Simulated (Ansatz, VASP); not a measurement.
# One calculation of CO2, two programs

```
CELL_PARAMETERS angstrom
2.63591 -2.38738 0.00000
2.63591 2.38738 0.00000
0.00000 0.00000 6.58717
ATOMIC_POSITIONS crystal
C 0.00000 0.00000 0.00000
C 0.50000 0.50000 0.50000
O 0.80712 0.19288 0.89293
O 0.19288 0.80712 0.10707
O 0.69288 0.30712 0.39293
O 0.30712 0.69288 0.60707
```

Alike in both runs: functional r2SCAN; k mesh 9 × 9 × 5; occupations fermi-dirac, width 0.01 eV; no spin polarisation.

Ansatz relaxed the structure, and its values are those at the end. VASP's run is a single point on that final structure, the one shown.

```csv
,VASP,Ansatz
version,VASP 6.6.1,Ansatz 0.2.0
potentials or method,"VASP PAW PBE potentials, release 64 (C, O)","plane-wave PAW, scalar-relativistic"
plane-wave cutoff (eV),520,500
valence electrons in the cell,32,32
```

Ansatz gave:

- gap on the k mesh at the Fermi level (eV): 7.33
- pressure (GPa): 0.5
- rms of the force components (eV/Å): 0.003

Problem. What did VASP give for the same quantities?

Solution. gap on the k mesh at the Fermi level (eV): 7.30; pressure (GPa): 2.5; rms of the force components (eV/Å): 0.375.

VASP's potentials were made for PBE, not for r2SCAN. Ansatz's warnings: stress scf threshold loose.

Noted on VASP's run: the standard files for N, O and F lose accuracy on very short bonds.
